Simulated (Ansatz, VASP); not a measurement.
# Two plane-wave programs on Mo3H

The input INCAR:

```
PREC     = Accurate       # precision mode
ENCUT    = 520            # plane-wave cutoff, eV
EDIFF    = 1E-7           # SCF threshold, eV
ISMEAR   = 0              # smearing method
SIGMA    = 0.1            # smearing width, eV
LREAL    = F              # projectors in reciprocal space
LASPH    = T              # aspherical terms in the spheres
NELM     = 150            # most SCF steps
ALGO     = Normal         # electronic algorithm
ISIF     = 2              # what is computed and relaxed
LWAVE    = F              # write WAVECAR
LCHARG   = F              # write CHGCAR
ISPIN    = 2              # spin polarisation
MAGMOM   = 0 0 0 1        # initial moments
LORBIT   = 11             # projections on sites
LMAXMIX  = 4              # l up to which the mixer works
LDIPOL   = T            
IDIPOL   = 3            
DIPOL    = 0.5 0.5 0.333
GGA      = PE             # functional
NBANDS   = 34             # bands
```

Contents of KPOINTS:

```
Automatic mesh
0
Gamma
  10 10 1
```

The input POSCAR:

```
Mo3H
1.0
    2.7370454666      0.0000000000      0.0000000000
   -0.9123484889      2.5805112132      0.0000000000
    0.0000000000      0.0000000000     21.3082440588
Mo H
3 1
Direct
    0.5000000000      0.5000000000      0.1877207708
    0.0000000000      0.0000000000      0.2888166433
    0.5000000000      0.5000000000      0.3899074948
    0.5000000000      0.5000000000      0.4668730108
```

Input for Ansatz:

```yaml
crystal:
  lattice:
    - [2.7370454666, 0.0, 0.0]
    - [-0.9123484889, 2.5805112132, 0.0]
    - [0.0, 0.0, 21.3082440588]
  atoms:
    - { symbol: Mo, position: [0.5, 0.5, 0.1877207708] }
    - { symbol: Mo, position: [0.0, 0.0, 0.2888166433] }
    - { symbol: Mo, position: [0.5, 0.5, 0.3899074948] }
    - { symbol: H, position: [0.5, 0.5, 0.4668730108], spin: 1.0 }
basis:
  ecutwfc: 420
kpoints:
  mp_grid: { grid: [10, 10, 1] }
hamiltonian:
  xc: pbe
  pseudopotentials: { kind: paw, azcp: { folder: soft_1 } }
scf:
  occupations: { method: gaussian, width: 0.1 }
output:
  forces: true
  eigenvalues: true
  populations: true
magnetization:
  spin_polarized: true
efield:
  axis: 3
  dipole_correction: true
  ramp_width: 0.04
```

Alike in both runs: task single point; functional PBE; k mesh 10 × 10 × 1; occupations gaussian, width 0.1 eV; collinear spin.

|  | VASP | Ansatz |
| --- | --- | --- |
| version | VASP 6.6.1 | Ansatz 0.2.0 |
| potentials or method | VASP PAW PBE potentials, release 64 (Mo_sv, H), cutoff 520 eV | scalar-relativistic, plane waves, PAW |
| valence electrons in the cell | 43 | 43 |

```csv
,VASP,Ansatz,Ansatz less VASP
gap on the k mesh at the Fermi level (eV),none,none,-
rms of the force components (eV/Å),0.520,0.521,+0.0002
net moment per atom (μB),0.00,0.00,0.000
```

Atom by atom the forces differ by 0.010 eV/Å (rms over components). A gap of «none» marks a metal or a gap that the smearing closes. With one functional, cell and mesh, what is left measures potentials, basis and numerics. Ansatz's warnings: seeded moment not kept.
